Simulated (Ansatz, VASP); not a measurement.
**One calculation of Ag, two programs**

```xyz
1
Lattice="0.0000 2.0431 2.0431 2.0022 0.0000 2.0431 2.0022 2.0431 0.0000" Properties=species:S:1:pos:R:3 pbc="T T T"
Ag    0.0000    0.0000    0.0000
```

Change from the starting cell: strain -0.0200 x Voigt [1, 0, 0, 0, 0, 0], atoms carried along.

Alike in both runs: task single point; functional r2SCAN; k mesh 20 × 20 × 20; occupations gaussian, width 0.15 eV; no spin polarisation.

|  | VASP | Ansatz |
| --- | --- | --- |
| version | VASP 6.6.1 | Ansatz 0.2.0 |
| potentials or method | VASP PAW PBE potentials, release 64 (Ag), cutoff 520 eV | scalar-relativistic, plane waves, PAW |
| valence electrons in the cell | 11 | 19 |

VASP gave:

* gap on the k mesh at the Fermi level (eV): none
* pressure (GPa): 4.0
* traceless stress, the component that is largest in VASP (GPa): 0.51

Q: Estimate Ansatz's values.

A: gap on the k mesh at the Fermi level (eV): none; pressure (GPa): 3.8; traceless stress, the component that is largest in VASP (GPa): 0.50.

VASP's potentials were made for PBE, not for r2SCAN. A gap of «none» marks a metal or a gap that the smearing closes. VASP's potentials hold 11 valence electrons a cell and Ansatz's 19, so a difference there can come from the potentials and not from the codes.
